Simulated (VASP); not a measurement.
# Ga: single point with LDA

Crystal: Ga.

```
CELL_PARAMETERS angstrom
2.77842 0.00000 0.00000
0.00000 3.28161 0.00000
-1.34343 0.00000 3.99027
ATOMIC_POSITIONS crystal
Ga 0.13460 0.75000 0.77017
Ga 0.86540 0.25000 0.22983
```

```json
{"Program": "VASP 6.6.1", "Task": "single point", "Functional": "LDA", "Potentials or basis": "VASP PAW LDA potentials, release 64 (Ga_d)", "Cutoff": "520 eV", "k mesh": "7 × 6 × 5", "Occupations": "fermi-dirac, width 0.05 eV", "Spin": "non-collinear spin, zero start, spin-orbit coupling", "Starting moments": "[[0.0, 0.0, 0.0], [0.0, 0.0, 0.0]] μB"}
```

The pressure is -2.6 GPa and the largest force is 0.130 eV/Å. The net moment is 0.00 μB per cell and the valence electrons inside the program's atomic spheres are Ga 11.60.

Forces in eV/Å, atoms in the order of the input:
```
Ga  -0.004  0.000 -0.130
Ga   0.004  0.000  0.130
```

Stress tensor (GPa, compression positive):
```
-2.69  0.00 -0.61
 0.00 -1.20  0.00
-0.61  0.00 -4.03
```

Moments on the atoms (μB; x, y, z):
```
Ga  0.00 0.00 0.00
Ga  0.00 0.00 0.00
```

Run time: 95 s on 1 thread of Intel(R) Xeon(R) 6975P-C (Granite Rapids) (shared host), peak memory 0.27 GiB.
